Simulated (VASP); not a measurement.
**CsPbCl3: single point with PBE+D3(BJ)**

Crystal: CsPbCl3.

```
Pb Cs Cl
1.0
     5.66512    0.00000    0.00000
     0.00000    5.66512    0.00000
     0.00000    0.00000    5.66512
Pb Cs Cl
1 1 3
Direct
  0.50000 0.50000 0.50000
  0.00000 0.00000 0.00000
  0.50000 0.00000 0.50000
  0.00000 0.50000 0.50000
  0.50000 0.50000 0.00000
```

```
Program                : VASP 6.6.1
Task                   : single point
Functional             : PBE
Dispersion             : D3(BJ)
Potentials or basis    : VASP PAW PBE potentials, release 64 (Pb_d, Cs_sv, Cl)
Cutoff                 : 520 eV
k mesh                 : 5 × 5 × 5
Occupations            : fermi-dirac, width 0.05 eV
Spin                   : no spin polarisation
Dipole correction      : no
Further INCAR settings : ALGO = Normal; EDIFF = 1e-07; NBANDS = 30
```

- Pressure: 0.0 GPa
- Band gap on the k mesh: 3.03 eV
- Dispersion energy per atom: -0.194 eV

Levels at points of the mesh, in eV from the valence-band top:
```csv
k point,band 18,band 19,band 20,band 21,band 22,band 23,band 24,band 25,band 26,band 27
"(0.00, 0.00, 0.00)",-1.84,-1.84,-1.75,-1.75,-1.75,4.05,5.06,5.06,5.96,5.96
```

It took 46 s on 1 thread of Intel(R) Xeon(R) Platinum 8175M CPU @ 2.50GHz (Skylake/Cascade Lake), on a shared host, peak memory 0.28 GiB.

Caveat: spin-orbit coupling is left out, which moves the levels of the heavy elements; an odd mesh through Γ misses points on the zone boundary, where band edges can lie.
